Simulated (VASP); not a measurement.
Wanted: the native input for a VASP 6.6.1 run.

```
Task                   : relaxation of volume and atoms at fixed shape
Functional             : PBEsol
Potentials or basis    : VASP PAW PBE potentials, release 64 (O, Cd, Mg)
Cutoff                 : 600 eV
k mesh                 : 1 × 1 × 1, shifted
Occupations            : fermi-dirac, width 0.05 eV
Spin                   : no spin polarisation
Dipole correction      : no
Further INCAR settings : LREAL = Auto; ALGO = Normal; EDIFF = 1e-06; ISYM = 0; IBRION = 2; EDIFFG = -0.03; NSW = 100; ISIF = 8
```

The structure of Mg7CdO8 lies in POSCAR:

```
Mg7CdO8
1.0
    8.5430880000      0.0000000000      0.0000000000
    0.0000000000      8.5430880000      0.0000000000
    0.0000000000      0.0000000000      8.5430880000
O Cd Mg
32 4 28
Direct
    0.2529040000      0.9985090000      0.9981280000
    0.2483750000      0.0021630000      0.4985800000
    0.2527970000      0.5002450000      0.0048500000
    0.2475140000      0.4998410000      0.4971170000
    0.7507220000      0.9971290000      0.9976950000
    0.7529140000      0.0007570000      0.4998910000
    0.7528580000      0.5006540000      0.0022680000
    0.7508660000      0.4988030000      0.4981040000
    0.9982490000      0.2474910000      0.0018520000
    0.0012730000      0.2505060000      0.4985890000
    0.9951950000      0.7501460000      0.9971160000
    0.0015810000      0.7476340000      0.5017640000
    0.5000180000      0.2503970000      0.9993790000
    0.5019790000      0.2497980000      0.4987920000
    0.4981530000      0.7473600000      0.0000580000
    0.5030710000      0.7497300000      0.4985990000
    0.9998110000      0.0015410000      0.2532730000
    0.0022070000      0.9993570000      0.7522810000
    0.9972900000      0.5022190000      0.2506550000
    0.0022790000      0.4997290000      0.7501520000
    0.4987620000      0.9990690000      0.2488800000
    0.5004540000      0.0004870000      0.7500300000
    0.5010470000      0.5037850000      0.2504250000
    0.4997160000      0.4974130000      0.7514550000
    0.2521810000      0.2483680000      0.2501280000
    0.2506140000      0.2491340000      0.7457680000
    0.2447150000      0.7480060000      0.2507470000
    0.2541940000      0.7509260000      0.7463830000
    0.7444690000      0.2504020000      0.2503110000
    0.7510300000      0.2496420000      0.7525800000
    0.7527380000      0.7513310000      0.2474280000
    0.7531100000      0.7490080000      0.7502590000
    0.9989880000      0.0014260000      0.9988540000
    0.9988410000      0.4995520000      0.5007560000
    0.0019370000      0.7515420000      0.7528000000
    0.4977080000      0.2487000000      0.7514920000
    0.9975280000      0.9963960000      0.4959880000
    0.0038600000      0.4980620000      0.9944240000
    0.4996550000      0.9966650000      0.0008670000
    0.4999030000      0.9996440000      0.5003000000
    0.4987560000      0.4974450000      0.0002150000
    0.5017730000      0.4999880000      0.5027360000
    0.2525100000      0.2474070000      0.9970290000
    0.2539330000      0.2482030000      0.5026540000
    0.2501000000      0.7494140000      0.0026950000
    0.2487080000      0.7463470000      0.4975700000
    0.7496710000      0.2512430000      0.0005410000
    0.7466530000      0.2549330000      0.5017560000
    0.7502600000      0.7529830000      0.0014580000
    0.7504260000      0.7469190000      0.5007150000
    0.2523870000      0.9988570000      0.2477330000
    0.2518300000      0.0001920000      0.7533220000
    0.2449950000      0.4953240000      0.2486600000
    0.2472790000      0.5035240000      0.7509810000
    0.7494600000      0.9986660000      0.2520600000
    0.7489980000      0.9979940000      0.7473940000
    0.7514890000      0.5035980000      0.2502250000
    0.7483900000      0.5008170000      0.7487220000
    0.0025950000      0.2487190000      0.2501740000
    0.9993810000      0.2468800000      0.7521210000
    0.9981570000      0.7445310000      0.2472900000
    0.4972650000      0.2472240000      0.2525010000
    0.4997790000      0.7498170000      0.2495310000
    0.4934350000      0.7527900000      0.7502710000
```

One way to write it, as run:

INCAR

```
SYSTEM = Mg7CdO8
ALGO = Normal
EDIFF = 1E-6
EDIFFG = -0.03
ENCUT = 600
GGA = PS
IBRION = 2
ISIF = 8
ISMEAR = -1
ISYM = 0
LASPH = .True.
LCHARG = .False.
LREAL = Auto
LWAVE = .False.
NELM = 80
NSW = 100
PREC = Accurate
SIGMA = 0.05
```

KPOINTS

```
Automatic mesh
0
Gamma
  1 1 1
  0.25 0.25 0.25
```

Potentials or basis: VASP PAW PBE potentials, release 64 (O, Cd, Mg).

Launch:

```sh
$ cat potpaw_PBE.64/O/POTCAR potpaw_PBE.64/Cd/POTCAR potpaw_PBE.64/Mg/POTCAR > POTCAR
$ mpirun -np 1 vasp_std > vasp.out
```

It gave:

* Relaxed volume: 9.86 Å³/atom
* Relaxed cell: a = 8.576 Å, b = 8.576 Å, c = 8.576 Å, α = 90.00°, β = 90.00°, γ = 90.00°
* Space group after relaxing (to 0.1 Å): P2/m (No. 10)
* Energy gained by relaxing: 58.1 meV/atom
* Ionic steps: 11
* Pressure after relaxing: 0.1 GPa
* Largest force after relaxing: 0.026 eV/Å
* Band gap on the k mesh: 4.04 eV

Caveat: the PAW data sets were made with another functional, which shifts forces and pressure a little; a shifted mesh leaves out Γ, where band edges can lie.

Wall time 78 min on 1 thread of Intel(R) Xeon(R) 6975P-C (Granite Rapids), with other jobs on the host, peak memory 0.98 GiB.
